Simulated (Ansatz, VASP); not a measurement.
**Two plane-wave programs on CsBe3Ag**

```
Cs Be Ag
1.0
     4.39720    0.00000    0.00000
     0.00000    4.39720    0.00000
     0.00000    0.00000    6.96996
Cs Be Ag
1 3 1
Direct
  0.00000 0.00000 0.00000
  0.00000 0.50000 0.50000
  0.50000 0.00000 0.50000
  0.50000 0.50000 0.50000
  0.00000 0.00000 0.50000
```

Alike in both runs: task relaxation of cell and atoms; functional PBE; k mesh 8 × 8 × 6; occupations gaussian, width 0.1 eV; no spin polarisation.

```csv
,VASP,Ansatz
version,VASP 6.6.1,Ansatz 0.2.0
potentials or method,"VASP PAW PBE potentials, release 64 (Cs_sv, Be, Ag), cutoff 600 eV","scalar-relativistic, plane waves, PAW"
valence electrons in the cell,26,34
```

|  | VASP | Ansatz | Ansatz less VASP |
| --- | --- | --- | --- |
| gap on the k mesh at the Fermi level, each at its own relaxed structure (eV) | none | none | - |
| relaxed volume (Å³/atom) | 27.40 | 27.35 | -0.052 |
| relaxed cell length with the largest relative difference (Å) | 6.960 | 6.949 | -0.0106 |

A gap of «none» marks a metal or a gap that the smearing closes. VASP's potentials hold 26 valence electrons a cell and Ansatz's 34, so a difference there can come from the potentials and not from the codes.

Neither program's run includes spin-orbit coupling.
